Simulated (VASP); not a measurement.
Here is a VASP 6.6.1 calculation.

Contents of INCAR:

```
SYSTEM = Al
PREC = Accurate ; ENCUT = 500
EDIFF = 1E-6 ; ISMEAR = 0
SIGMA = 0.025 ; LREAL = .FALSE.
LASPH = .TRUE. ; NELM = 120
ALGO = Normal ; ISIF = 2
LWAVE = .FALSE. ; LCHARG = .FALSE.
GGA = PE ; IVDW = 13
NBANDS = 8 ; GGA_COMPAT = .FALSE.
```

The input KPOINTS:

```
regular mesh
0
G
  11 11 11
  0 0 0
```

Contents of POSCAR:

```
Al
1.0
    0.0000000000      2.1811550650      2.1811550650
    2.1811550650      0.0000000000      2.1811550650
    2.1811550650      2.1811550650      0.0000000000
Al
1
Direct
    0.0000000000      0.0000000000      0.0000000000
```

Potentials or basis: VASP PAW PBE potentials, release 64 (Al).

Launch:

```bash
$ cat potpaw_PBE.64/Al/POTCAR > POTCAR
$ mpirun -np 1 vasp_std > vasp.out
```

(1) What does it give for the pressure?

(2) Predict the dispersion energy per atom.

(3) Estimate the band gap on the k mesh.

Answers

(1) -12.3 GPa.

(2) -0.276 eV.

(3) zero (an odd number of electrons rules out a gap without spin polarisation).

Caveat: the cell stands under tension.
